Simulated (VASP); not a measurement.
Input of a VASP 6.6.1 run:

The input INCAR:

```
PREC = Accurate
ENCUT = 520
EDIFF = 1E-8
ISMEAR = -1
SIGMA = 0.05
LREAL = F
LASPH = T
NELM = 80
ALGO = Normal
ISIF = 2
LWAVE = F
LCHARG = F
LEFG = T
NBANDS = 13
```

Contents of KPOINTS:

```
regular mesh
0
Gamma
  9 9 9
```

File POSCAR:

```
SrMg
1.0
    3.8203858240      0.0000000000      0.0000000000
    0.0000000000      3.8203858240      0.0000000000
    0.0000000000      0.0000000000      3.8203858240
Sr Mg
1 1
Direct
    0.5000000000      0.5000000000      0.5000000000
    0.0000000000      0.0000000000      0.0000000000
```

Potentials or basis: VASP PAW LDA potentials, release 64 (Sr_sv, Mg).

Launch:

```console
$ cat potpaw_LDA.64/Sr_sv/POTCAR potpaw_LDA.64/Mg/POTCAR > POTCAR
$ mpirun -np 1 vasp_std > vasp.out
```

Problem. Predict the band gap on the k mesh.

Solution. Zero (band 6 reaches 3.48 eV, above the bottom of band 7 at 2.06 eV).

Problem. Estimate the pressure.

Solution. 5.7 GPa.

Caveat: without QUAD_EFG the Cq values of the log hold for a quadrupole moment of 1 mb, not for the nuclei.
